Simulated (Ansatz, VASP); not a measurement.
## AlCo4 in VASP and in Ansatz

```
Al Co
1.0
     2.40370    0.00000    0.00000
     0.00000    4.61966    0.00000
     0.00000    0.00000    6.63881
Al Co
1 4
Direct
  0.00000 0.50000 0.00000
  0.00000 0.24659 0.67413
  0.00000 0.75341 0.32587
  0.00000 0.24659 0.32587
  0.00000 0.75341 0.67413
```

Alike in both runs: functional PBE; k mesh 16 × 8 × 6; occupations gaussian, width 0.1 eV; collinear spin.

Ansatz relaxed the structure, and its values are those at the end. VASP's run is a single point on that final structure, the one shown.

```csv
,VASP,Ansatz
version,VASP 6.6.1,Ansatz 0.2.0
potentials or method,"VASP PAW PBE potentials, release 64 (Al, Co), cutoff 520 eV","scalar-relativistic, plane waves, PAW"
valence electrons in the cell,39,71
```

```tsv
	VASP	Ansatz	Ansatz less VASP
gap on the k mesh at the Fermi level (eV)	none	none	-
pressure (GPa)	-0.4	0.0	+0.40
rms of the force components (eV/Å)	0.012	0.000	-0.0119
net moment per atom (μB)	1.36	1.37	+0.010
size of the moment on the site where the two differ most (μB)	1.72	1.74	+0.017
```

Site moments also hang on the region over which each program counts them. A gap of «none» marks a metal or a gap that the smearing closes. The functional is the same, so the differences come from potentials, cutoffs and numerics. VASP's potentials hold 39 valence electrons a cell and Ansatz's 71, so a difference there can come from the potentials and not from the codes.
